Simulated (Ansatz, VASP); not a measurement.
One calculation of AlN, two programs

Contents of INCAR:

```
ALGO = Normal
EDIFF = 1E-7
ENCUT = 520
GGA = PE
ISIF = 2
ISMEAR = -1
LASPH = True
LCHARG = False
LREAL = False
LWAVE = False
NBANDS = 16
NELM = 60
PREC = Accurate
SIGMA = 0.05
```

The input KPOINTS:

```
k-points
0
Gamma
  7 7 5
```

File POSCAR:

```
AlN
1.0
    3.1130000000      0.0000000000      0.0000000000
   -1.5565000000      2.6959370820      0.0000000000
    0.0000000000      0.0000000000      4.9810000000
Al N
2 2
Direct
    0.6666666667      0.3333333333      0.5000000000
    0.3333333333      0.6666666667      0.0000000000
    0.6666666667      0.3333333333      0.8800000000
    0.3333333333      0.6666666667      0.3800000000
```

The input input.yaml:

```yaml
crystal:
  lattice:
    - [3.113, 0.0, 0.0]
    - [-1.5565, 2.695937082, 0.0]
    - [0.0, 0.0, 4.981]
  atoms:
    - { symbol: Al, position: [0.6666666667, 0.3333333333, 0.5] }
    - { symbol: Al, position: [0.3333333333, 0.6666666667, 0.0] }
    - { symbol: "N", position: [0.6666666667, 0.3333333333, 0.88] }
    - { symbol: "N", position: [0.3333333333, 0.6666666667, 0.38] }
hamiltonian:
  xc: pbe
  pseudopotentials: { kind: paw }
kpoints:
  mp_grid: { grid: [7, 7, 5] }
  band_path:
    path:
      - [[0.0, 0.0, 0.0], [0.5, 0.0, 0.0], [0.3333333333, 0.3333333333, 0.0], [0.0, 0.0, 0.0], [0.0, 0.0, 0.5], [0.5, 0.0, 0.5], [0.3333333333, 0.3333333333, 0.5], [0.0, 0.0, 0.5]]
      - [[0.5, 0.0, 0.5], [0.5, 0.0, 0.0]]
      - [[0.3333333333, 0.3333333333, 0.0], [0.3333333333, 0.3333333333, 0.5]]
    npoints: 14
scf:
  occupations: { method: fermi_dirac, width: 0.05 }
  n_extra_bands: 10
output:
  forces: true
  stress: true
  eigenvalues: true
  fatbands: false
  write_density: true
  write_potential: true
  elf: true
  volumetric_format: npy
```

Alike in both runs: functional PBE; k mesh 7 × 7 × 5; occupations fermi-dirac, width 0.05 eV; no spin polarisation.

|  | VASP | Ansatz |
| --- | --- | --- |
| version | VASP 6.6.1 | Ansatz 0.2.0 |
| potentials or method | VASP PAW PBE potentials, release 64 (Al, N) | Ansatz PAW |
| plane-wave cutoff (eV) | 520 | 420 |
| valence electrons in the cell | 16 | 16 |
| task | single point | band structure |

```tsv
	VASP	Ansatz	Ansatz less VASP
gap on the k mesh at the Fermi level (eV)	4.22	4.21	-0.011
least direct gap on the mesh (eV)	4.22	4.21	-0.011
pressure (GPa)	3.5	3.7	+0.26
traceless stress, the component that is largest in VASP (GPa)	1.10	1.05	-0.046
rms of the force components (eV/Å)	0.075	0.075	+0.0002
```

Atom by atom the forces differ by 0.000 eV/Å (rms over components). With one functional, cell and mesh, what is left measures potentials, basis and numerics.
